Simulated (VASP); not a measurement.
Crystal: V.

```
V
1.0
    -1.51435    1.51435    1.51435
     1.51435   -1.51435    1.51435
     1.51435    1.51435   -1.51435
V
1
Direct
  0.00000 0.00000 0.00000
```

* Program: VASP 6.6.1
* Task: relaxation of cell and atoms
* Functional: PBEsol
* Dispersion: D3(BJ)
* Potentials or basis: VASP PAW PBE potentials, release 64 (V_sv)
* Cutoff: 600 eV
* k mesh: 12 × 12 × 12
* Occupations: fermi-dirac, width 0.05 eV
* Spin: collinear spin, ferromagnetic start
* Starting moments: [2.0] μB

At the start: pressure -19.4 GPa; volume 13.89 Å³/atom.

Q: How do energy, volume and symmetry change on relaxing?

A: Over 4 steps the energy falls by 99.9 meV/atom and the volume is 12.38 Å³/atom (-10.9 %); space group Im-3m (No. 229, to 0.05 Å); moment 0.00 μB per cell.

The path:
```
step  energy change (eV)  largest force (eV/Å)  pressure (GPa)  volume (Å³)
   1              0.0000                0.0000          -19.35        13.89
   2              0.0661                0.0000           37.72        10.78
   3             -0.0998                0.0000           -0.68        12.42
   4             -0.0999                0.0000           -0.10        12.38
```

Final structure:
```xyz
1
Lattice="-1.4574 1.4574 1.4574 1.4574 -1.4574 1.4574 1.4574 1.4574 -1.4574" Properties=species:S:1:pos:R:3 pbc="T T T"
V     2.9147    0.0000    0.0000
```

Caveat: the PAW data sets were made with another functional, which shifts forces and pressure a little; the volume moved by -11 % from the deposited cell, more than functionals usually miss; pairwise dispersion overbinds metals, which lowers pressure and volume.
